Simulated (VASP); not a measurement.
# Al: single point with PBE

The system is Al.

```xyz
2
Lattice="2.5990 0.0000 0.0000 -1.2995 2.2508 0.0000 0.0000 0.0000 4.2700" Properties=species:S:1:pos:R:3 pbc="T T T"
Al    0.0000    1.5006    1.0675
Al    1.2995    0.7503    3.2025
```

This cell differs from its parent crystal: volume scaled by 0.75.

- Program: VASP 6.6.1
- Task: single point
- Functional: PBE
- Potentials or basis: VASP PAW PBE potentials, release 64 (Al)
- Cutoff: 520 eV
- k mesh: 15 × 15 × 8
- Occupations: fermi-dirac, width 0.08 eV
- Spin: no spin polarisation
- Dipole correction: no
- Further INCAR settings: ALGO = Normal; EDIFF = 1e-06; NBANDS = 10

```
Pressure               : 39.9 GPa
Band gap on the k mesh : zero (band 3 reaches 15.99 eV, above the bottom of band 4 at 7.77 eV)
```

Levels at points of the mesh, in eV from the Fermi level:
```
           k point  band 1  band 2  band 3  band 4  band 5  band 6
(0.00, 0.00, 0.00)  -13.24   -5.84   -4.92   12.64   12.64   13.11
(0.00, 0.00, 0.50)  -11.23  -11.23    3.87    3.87   13.55   13.55
```

Run time: 8.6 s on 1 thread of Intel(R) Xeon(R) 6975P-C (Granite Rapids), on a shared host, peak memory 0.14 GiB.
